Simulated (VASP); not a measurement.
# SrCl2 (Fm-3m) in VASP: further runs

Runs on SrCl2. Level: r2SCAN. Tasks: single point.

Everything below comes from runs of VASP 6.6.1. Logs are shortened: lines on timing, memory, paths and dates and some standing lists are left out, and cuts for length are marked.

### 1 The cell of the first run

The structure is cubic, space group Fm-3m (No. 225). The conventional cell has a = 6.794 Å, b = 6.794 Å, c = 6.794 Å, α = 90.00°, β = 90.00°, γ = 90.00°. Sr (site symmetry m-3m) has 8 Cl at 2.94 Å within 3.9 Å. Cl (site symmetry -43m) has 4 Sr at 2.94 Å and 6 Cl at 3.40 Å within 3.9 Å.

### 2 Single point, r2SCAN

Input file POSCAR:

```
SrCl2
1.0
    3.3969063320      3.3969063320      0.0000000000
   -3.3969063320      3.3969063320      0.0000000000
    0.0000000000      3.3969063320      3.3969063320
Sr Cl
1 2
Direct
    0.0000000000      0.0000000000      0.0000000000
    0.2500000000      0.7500000000      0.5000000000
    0.7500000000      0.2500000000      0.5000000000
```

Input file INCAR.step1:

```
PREC = Accurate ; ENCUT = 520
ISMEAR = 0 ; SIGMA = 0.01
LREAL = F ; LASPH = T
NELM = 100 ; NBANDS = 19
GGA = PE ; ALGO = Normal
EDIFF = 1E-4 ; LWAVE = T
LCHARG = F
```

Input file INCAR.step2:

```
PREC = Accurate ; ENCUT = 520
EDIFF = 1E-6 ; ISMEAR = 0
SIGMA = 0.01 ; LREAL = F
LASPH = T ; NELM = 100
ALGO = Normal ; ISIF = 2
LWAVE = F ; LCHARG = F
METAGGA = R2SCAN ; LMIXTAU = T
NBANDS = 19 ; ISTART = 1
```

Input file KPOINTS:

```
regular mesh
0
Gamma
  6 6 6
```

Potentials or basis: VASP PAW PBE potentials, release 64 (Sr_sv, Cl).

Command:

```console
> cat potpaw_PBE.64/Sr_sv/POTCAR potpaw_PBE.64/Cl/POTCAR > POTCAR
> cp INCAR.step1 INCAR
> mpirun -np 1 vasp_std > vasp.out
> cp INCAR.step2 INCAR
> mpirun -np 1 vasp_std > vasp.out
```

OUTCAR:

```text
PREC = Accurate
   ENCUT = 520
   EDIFF = 1E-6
   ISMEAR = 0
   LREAL = F
   LASPH = T
   NELM = 100
   ISIF = 2
   METAGGA = R2SCAN
   ISTART = 1

 ion  position               nearest neighbor table
   1  0.000  0.000  0.000-   3 2.94   2 2.94   3 2.94   2 2.94   2 2.94   3 2.94   2 2.94   3 2.94

   2  0.250  0.750  0.500-   1 2.94   1 2.94   1 2.94   1 2.94
   3  0.750  0.250  0.500-   1 2.94   1 2.94   1 2.94   1 2.94

  LATTYP: Found a face centered cubic cell.
 ALAT       =     6.7938126640

  Lattice vectors:

 A1 = (   0.0000000000,   3.3969063320,   3.3969063320)
 A2 = (   3.3969063320,   0.0000000000,   3.3969063320)
 A3 = (   3.3969063320,   3.3969063320,   0.0000000000)

Analysis of symmetry for initial positions (statically):
=====================================================================
 Subroutine PRICEL returns:
 Original cell was already a primitive cell.

 Routine SETGRP: Setting up the symmetry group for a
 face centered cubic supercell.

 Subroutine GETGRP returns: Found 48 space group operations
 (whereof 48 operations were pure point group operations)
 out of a pool of 48 trial point group operations.

The static configuration has the point symmetry O_h .

Analysis of symmetry for dynamics (positions and initial velocities):
=====================================================================
 Subroutine PRICEL returns:
 Original cell was already a primitive cell.

 Routine SETGRP: Setting up the symmetry group for a
 face centered cubic supercell.

 Subroutine GETGRP returns: Found 48 space group operations
 (whereof 48 operations were pure point group operations)
 out of a pool of 48 trial point group operations.

The dynamic configuration has the point symmetry O_h .

 Subroutine INISYM returns: Found 48 space group operations
 (whereof 48 operations are pure point group operations),
 and found     1 'primitive' translations

----------------------------------------------------------------------------------------

                                     Primitive cell

  volume of cell :      78.3936

  direct lattice vectors                    reciprocal lattice vectors
     3.396906332  3.396906332  0.000000000     0.147192755  0.147192755 -0.147192755
    -3.396906332  3.396906332  0.000000000    -0.147192755  0.147192755 -0.147192755
     0.000000000  3.396906332  3.396906332     0.000000000  0.000000000  0.294385509

  length of vectors
     4.803951005  4.803951005  4.803951005     0.254945329  0.254945329  0.294385509

  position of ions in fractional coordinates (direct lattice)
     0.000000000  0.000000000  0.000000000
     0.250000000  0.750000000  0.500000000
     0.750000000  0.250000000  0.500000000

  ion indices of the primitive-cell ions
   primitive index   ion index
                 1           1
                 2           2
                 3           3

----------------------------------------------------------------------------------------

 KPOINTS: regular mesh

Automatic generation of k-mesh.
 Grid dimensions read from file:
 generate k-points for:    6    6    6

 Generating k-lattice:

  Cartesian coordinates                     Fractional coordinates (reciprocal lattice)
     0.024532126  0.024532126 -0.024532126     0.166666667  0.000000000  0.000000000
    -0.024532126  0.024532126 -0.024532126     0.000000000  0.166666667  0.000000000
     0.000000000  0.000000000  0.049064252     0.000000000  0.000000000  0.166666667

  Length of vectors
     0.042490888  0.042490888  0.049064252

  Shift w.r.t. Gamma in fractional coordinates (k-lattice)
     0.000000000  0.000000000  0.000000000

 Subroutine IBZKPT returns following result:
 ===========================================

 Found     16 irreducible k-points:

 Following reciprocal coordinates:
            Coordinates               Weight
  0.000000  0.000000  0.000000      1.000000
  0.166667  0.000000  0.000000      8.000000
  0.333333  0.000000  0.000000      8.000000
  0.500000  0.000000  0.000000      4.000000
  0.166667  0.166667  0.000000     12.000000
  0.333333  0.166667  0.000000     24.000000
[... 8 lines left out ...]
  0.500000  0.333333  0.166667     24.000000
  0.500000  0.500000  0.166667     12.000000
   k-points           NKPTS =     16   k-points in BZ     NKDIM =     16   number of bands    NBANDS=     19
   number of dos      NEDOS =    301   number of ions     NIONS =      3
   total plane-waves  NPLWV =  46656
   dimension x,y,z NGX =    36 NGY =   36 NGZ =   36
   dimension x,y,z NGXF=    72 NGYF=   72 NGZF=   72
   ions per type =               1   2
   NGX,Y,Z   is equivalent  to a cutoff of  12.46, 12.46, 12.46 a.u.
   NGXF,Y,Z  is equivalent  to a cutoff of  24.92, 24.92, 24.92 a.u.
 SYSTEM =  unknown system
   PREC   = accura    normal or accurate (medium, high low for compatibility)
   ISTART =      1    job   : 0-new  1-cont  2-samecut
   ICHARG =      0    charge: 1-file 2-atom 10-const
   ISPIN  =      1    spin polarized calculation?
   LNONCOLLINEAR =      F non collinear calculations
   LSORBIT =      F    spin-orbit coupling
   LASPH  =      T    aspherical Exc in radial PAW
   ENCUT  =  520.0 eV  38.22 Ry    6.18 a.u.   8.93  8.93  8.93*2*pi/ulx,y,z
   NELM   =    100;   NELMIN=  2; NELMDL=  0     # of ELM steps
   EDIFF  = 0.1E-05   stopping-criterion for ELM
   LREAL  =      F    real-space projection
   EDIFFG = 0.1E-04   stopping-criterion for IOM
   NSW    =      0    number of steps for IOM
   IBRION =     -1    ionic relax: 0-MD 1-quasi-New 2-CG
   NFREE  =      0    steps in history (QN), initial steepest desc. (CG)
   ISIF   =      2    stress and relaxation
   ISYM   =      2    0-nonsym 1-usesym 2-fastsym
   POTIM  = 0.5000    time-step for ionic-motion
   TEBEG  =    0.0;   TEEND  =   0.0 temperature during run
   PSTRESS=    0.0 pullay stress
   NELECT =      24.0000    total number of electrons
   NUPDOWN=      -1.0000    fix difference up-down
   EMIN   =  10.00;   EMAX   =-10.00  energy-range for DOS
   EFERMI =   0.00;   METHOD = LEGACY
   ISMEAR =     0;   SIGMA  =   0.01  broadening in eV -4-tet -1-fermi 0-gaus
   EFERMI_NEDOS =   21; number of points for ismear=-14 and -15
   IALGO  =     38    algorithm
   IMIX   =      4    mixing-type and parameters
     AMIX     =   0.40;   BMIX     =  1.00
     AMIX_MAG =   1.60;   BMIX_MAG =  1.00
  volume/ion in A,a.u.               =      26.13       176.34
  Fermi-wavevector in a.u.,A,eV,Ry     =   1.103363  2.085053 16.563862  1.217409
  Thomas-Fermi vector in A             =   2.239820
   LORBIT       =      0    0 simple, 1 ext, 2 COOP (PROOUT), +10 PAW based schemes
   METAGGA = R2SCAN    functional components
   LHFCALC =     F    Hartree Fock is set to
   AEXX    =    0.0000 exact exchange contribution
   IVDW    =     0    specifies the selected vdW correction
   LEPSILON=     F    determine dielectric tensor
   LRPA    =     F    only Hartree local field effects (RPA)
 non-spin polarized calculation
 Gauss-broadening in eV      SIGMA  =   0.01
  energy-cutoff  :      520.00
  volume of cell :       78.39
 maximum number of plane-waves:      2126
   NGX = 17   NGY = 17   NGZ = 17

 number of electron      23.9999996 magnetization

 Free energy of the ion-electron system (eV)
  ---------------------------------------------------
  ext. energy  EPLUGINS =         0.00000000
  ---------------------------------------------------
  free energy    TOTEN  =       -35.60848552 eV

  energy without entropy =      -35.60848552  energy(sigma->0) =      -35.60848552

 E-fermi :   0.4933     XC(G=0):  -9.1429

 val. band max:        0.3330557105   @ k =   0.5000   0.5000   0.0000
 cond. band min:       6.2666169151   @ k =   0.5000   0.5000   0.0000
 fundamental gap:      5.9335612045
 Fermi energy:         0.4933385408

 k-point     1 :       0.0000    0.0000    0.0000
  band No.  band energies     occupation
      1     -33.3687      2.00000
      2     -14.7762      2.00000
      3     -14.7762      2.00000
      4     -14.7762      2.00000
      5     -13.8241      2.00000
      6     -12.7713      2.00000
[... 11 lines left out ...]
     18      10.0900      0.00000
     19      10.8811      0.00000

 k-point     2 :       0.1667    0.0000    0.0000
  band No.  band energies     occupation
      1     -33.3673      2.00000
      2     -14.9640      2.00000
      3     -14.7814      2.00000
      4     -14.7814      2.00000
      5     -13.5649      2.00000
      6     -12.8397      2.00000
[... 11 lines left out ...]
     18       9.9739      0.00000
     19      11.2581      0.00000

 k-point     3 :       0.3333    0.0000    0.0000
  band No.  band energies     occupation
      1     -33.3645      2.00000
      2     -15.1957      2.00000
      3     -14.7917      2.00000
      4     -14.7917      2.00000
      5     -13.3254      2.00000
      6     -12.8257      2.00000
[... 11 lines left out ...]
     18       9.9291      0.00000
     19      10.5341      0.00000

 k-point     4 :       0.5000    0.0000    0.0000
  band No.  band energies     occupation
      1     -33.3631      2.00000
      2     -15.2798      2.00000
      3     -14.7969      2.00000
      4     -14.7969      2.00000
      5     -13.3410      2.00000
      6     -12.7073      2.00000
[... 231 lines left out ...]
     18      10.2763      0.00000
     19      11.2517      0.00000

 k-point    15 :       0.5000    0.3333    0.1667
  band No.  band energies     occupation
      1     -33.3617      2.00000
      2     -15.1797      2.00000
      3     -15.0681      2.00000
      4     -14.8160      2.00000
      5     -12.9900      2.00000
      6     -12.8433      2.00000
[... 11 lines left out ...]
     18      10.8807      0.00000
     19      11.0673      0.00000

 k-point    16 :       0.5000    0.5000    0.1667
  band No.  band energies     occupation
      1     -33.3612      2.00000
      2     -15.2700      2.00000
      3     -14.9952      2.00000
      4     -14.8262      2.00000
      5     -13.0119      2.00000
      6     -12.7847      2.00000
[... 11 lines left out ...]
     18      11.2935      0.00000
     19      11.5461      0.00000

------------------------ aborting loop because EDIFF is reached ----------------------------------------

  FORCE on cell =-STRESS in cart. coord.  units (eV):
  Direction    XX          YY          ZZ          XY          YZ          ZX
  --------------------------------------------------------------------------------------
  -------------------------------------------------------------------------------------
  Total        1.9952077      1.9952077      1.9952077     -0.0000000     -0.0000000      0.0000000
  in kB       40.7772548     40.7772548     40.7772548     -0.0000000     -0.0000000      0.0000000
  external PRESSURE =      40.7772548 kB  Pullay stress =       0.0000000 kB

 VOLUME and BASIS-vectors are now :
 -----------------------------------------------------------------------------
  energy-cutoff  :      520.00
  volume of cell :       78.39
      direct lattice vectors                 reciprocal lattice vectors
     3.396906332  3.396906332  0.000000000     0.147192755  0.147192755 -0.147192755
    -3.396906332  3.396906332  0.000000000    -0.147192755  0.147192755 -0.147192755
     0.000000000  3.396906332  3.396906332     0.000000000  0.000000000  0.294385509

 POSITION                                       TOTAL-FORCE (eV/Angst)
 -----------------------------------------------------------------------------------
      0.00000      0.00000      0.00000         0.000000      0.000000      0.000000
     -1.69845      5.09536      1.69845         0.000000      0.000000      0.000000
      1.69845      5.09536      1.69845        -0.000000     -0.000000      0.000000
 -----------------------------------------------------------------------------------
    total drift:                                0.000000      0.000000      0.000000

  FREE ENERGIE OF THE ION-ELECTRON SYSTEM (eV)
  ---------------------------------------------------
  free  energy   TOTEN  =       -35.6084855229 eV

  energy  without entropy=      -35.6084855229  energy(sigma->0) =      -35.60848552
```

Wall time 87 s (1 thread of Intel Xeon Platinum 8124M at 3.00GHz (Skylake/Cascade Lake), shared host); peak memory 0.22 GiB.

Results:

```yaml
Free_energy: -35.6085 eV
Pressure: 4.1 GPa
Band_gap_on_the_k_mesh: 5.93 eV
```

Caveat: the cell stands under pressure; the PAW data sets were made with another functional, which shifts forces and pressure a little. r2SCAN opens gaps a little over a GGA but as a rule still falls short of measured ones.

### 3 Single point, r2SCAN

This run uses another cell than the first one, of 27.20 Å³/atom.

Input file POSCAR:

```
SrCl2
1.0
    3.4425776029      3.4425776029      0.0000000000
   -3.4425776029      3.4425776029      0.0000000000
    0.0000000000      3.4425776029      3.4425776029
Sr Cl
1 2
Direct
    0.0000000000      0.0000000000      0.0000000000
    0.2500000000      0.7500000000      0.5000000000
    0.7500000000      0.2500000000      0.5000000000
```

Input file INCAR.step1:

```
SYSTEM = SrCl2
PREC = Accurate
ENCUT = 520
ISMEAR = 0
SIGMA = 0.01
LREAL = .FALSE.
LASPH = .TRUE.
NELM = 80
NBANDS = 19
GGA = PE
ALGO = Normal
EDIFF = 1E-4
LWAVE = .TRUE.
LCHARG = .FALSE.
```

Input file INCAR.step2:

```
SYSTEM = SrCl2
PREC = Accurate
ENCUT = 520
EDIFF = 1E-6
ISMEAR = 0
SIGMA = 0.01
LREAL = .FALSE.
LASPH = .TRUE.
NELM = 80
ALGO = Normal
ISIF = 2
LWAVE = .FALSE.
LCHARG = .TRUE.
METAGGA = R2SCAN
LMIXTAU = .TRUE.
LELF = .TRUE.
LVHAR = .TRUE.
NBANDS = 19
ISTART = 1
```

Input file KPOINTS:

```
regular mesh
0
G
  6 6 6
  0 0 0
```

Potentials or basis: VASP PAW PBE potentials, release 64 (Sr_sv, Cl).

Command:

```console
> cat potpaw_PBE.64/Sr_sv/POTCAR potpaw_PBE.64/Cl/POTCAR > POTCAR
> cp INCAR.step1 INCAR
> mpirun -np 1 vasp_std > vasp.out
> cp INCAR.step2 INCAR
> mpirun -np 1 vasp_std > vasp.out
```

It took 82 s on 1 thread of Intel Xeon Platinum 8124M at 3.00GHz (Skylake/Cascade Lake), shared host; peak memory 0.22 GiB.

The run converged. Its results:

* Free energy: -35.6705 eV
* Pressure: 2.0 GPa
* Band gap on the k mesh: 5.97 eV

Levels at points of the mesh, in eV from the valence-band top:
| k point | band 9 | band 10 | band 11 | band 12 | band 13 | band 14 | band 15 | band 16 |
| --- | --- | --- | --- | --- | --- | --- | --- | --- |
| (0.00, 0.00, 0.00) | -2.29 | -0.36 | -0.36 | -0.36 | 6.12 | 6.67 | 6.67 | 9.69 |
| (0.50, 0.00, 0.00) | -1.56 | -1.42 | -1.12 | -1.12 | 7.32 | 7.32 | 8.28 | 8.39 |
| (0.50, 0.50, 0.00) | -2.02 | -0.43 | -0.43 | 0.00 | 5.97 | 7.90 | 8.32 | 8.82 |

Caveat: the PAW data sets were made with another functional, which shifts forces and pressure a little. r2SCAN opens gaps a little over a GGA but as a rule still falls short of measured ones.
